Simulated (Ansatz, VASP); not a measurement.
## C: VASP beside Ansatz

The input POSCAR:

```
C
1.0
    0.0000000000      1.7801241426      1.7801241426
    1.7801241426      0.0000000000      1.7801241426
    1.7801241426      1.7801241426      0.0000000000
C
2
Direct
    0.0000000000      0.0000000000      0.0000000000
    0.2500000000      0.2500000000      0.2500000000
```

INCAR.step1

```
SYSTEM = C
PREC = Accurate ; ENCUT = 520
EDIFF = 1E-5 ; ISMEAR = 0
SIGMA = 0.01 ; LREAL = .FALSE.
LASPH = .TRUE. ; NELM = 60
ALGO = Normal ; ISIF = 2
LWAVE = .TRUE. ; LCHARG = .FALSE.
NBANDS = 11 ; GGA = PE
```

The input INCAR.step2:

```
SYSTEM = C
PREC = Accurate ; ENCUT = 520
EDIFF = 1E-6 ; ISMEAR = 0
SIGMA = 0.01 ; LREAL = .FALSE.
LASPH = .TRUE. ; NELM = 60
ALGO = Normal ; ISIF = 2
LWAVE = .FALSE. ; LCHARG = .FALSE.
GGA = PE ; LHFCALC = .TRUE.
AEXX = 0.3 ; HFSCREEN = 0.5
PRECFOCK = Normal ; NBANDS = 11
ISTART = 1
```

Contents of KPOINTS:

```
regular mesh
0
G
  6 6 6
  0 0 0
```

Input for Ansatz:

```yaml
crystal:
  lattice:
    - [0.0, 1.7801241426, 1.7801241426]
    - [1.7801241426, 0.0, 1.7801241426]
    - [1.7801241426, 1.7801241426, 0.0]
  atoms:
    - { symbol: C, position: [0.0, 0.0, 0.0] }
    - { symbol: C, position: [0.25, 0.25, 0.25] }
kpoints:
  mp_grid: { grid: [6, 6, 6] }
hamiltonian:
  xc: { exchange: pbe, correlation: pbe, exx: { coeff: 0.3, omega: 0.5 } }
scf:
  occupations: { method: fixed }
  n_extra_bands: 4
output:
  forces: true
  stress: true
  eigenvalues: true
```

Alike in both runs: task single point; functional PBE-based screened hybrid; k mesh 6 × 6 × 6; no spin polarisation.

```csv
,VASP,Ansatz
version,VASP 6.6.1,Ansatz 0.2.0
potentials or method,"VASP PAW PBE potentials, release 64 (C)",plane waves
plane-wave cutoff (eV),520,420
occupations,"gaussian, width 0.01 eV",fixed
valence electrons in the cell,8,8
```

|  | VASP | Ansatz | Ansatz less VASP |
| --- | --- | --- | --- |
| gap on the k mesh at the Fermi level (eV) | 4.87 | 4.88 | +0.008 |
| pressure (GPa) | -4.6 | -5.5 | -0.94 |

VASP's potentials were made for PBE, not for PBE-based screened hybrid. Ansatz's warnings: stress exchange threshold loose, stress scf threshold loose.

The k mesh is coarse, so the values compare programs but aren't converged.
